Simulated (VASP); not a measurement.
Input of a VASP 6.6.1 run:

INCAR

```
SYSTEM = LaAg
PREC     = Accurate       ! precision mode
ENCUT    = 520            ! plane-wave cutoff, eV
EDIFF    = 1E-6           ! SCF threshold, eV
ISMEAR   = 1              ! smearing method
SIGMA    = 0.1            ! smearing width, eV
LREAL    = .FALSE.        ! projectors in reciprocal space
LASPH    = .TRUE.         ! aspherical terms in the spheres
NELM     = 60             ! most SCF steps
ALGO     = Normal         ! electronic algorithm
ISIF     = 2              ! what is computed and relaxed
LWAVE    = .FALSE.        ! write WAVECAR
LCHARG   = .FALSE.        ! write CHGCAR
NBANDS   = 18             ! bands
```

File KPOINTS:

```
Automatic mesh
0
G
  8 8 8
  0 0 0
```

Contents of POSCAR:

```
LaAg
1.0
    3.8079890000      0.0000000000      0.0000000000
    0.0000000000      3.8079890000      0.0000000000
    0.0000000000      0.0000000000      3.8182810000
La Ag
1 1
Direct
    0.5000000000      0.5000000000      0.5000000000
    0.0000000000      0.0000000000      0.0000000000
```

Potentials or basis: VASP PAW LDA potentials, release 64 (La, Ag).

The run is started by

```console
$ cat potpaw_LDA.64/La/POTCAR potpaw_LDA.64/Ag/POTCAR > POTCAR
$ mpirun -np 1 vasp_std > vasp.out
```

Q: What does it give for the pressure?

A: -4.6 GPa.

Q: Estimate the band gap on the k mesh.

A: Zero (bands 11 and 12 overlap by 2.40 eV).

Stress tensor (GPa, compression positive):
```
-4.60  0.00  0.00
 0.00 -4.60  0.00
 0.00  0.00 -4.69
```

Caveat: the cell stands under tension; spin-orbit coupling is left out, which moves the levels of the heavy elements.
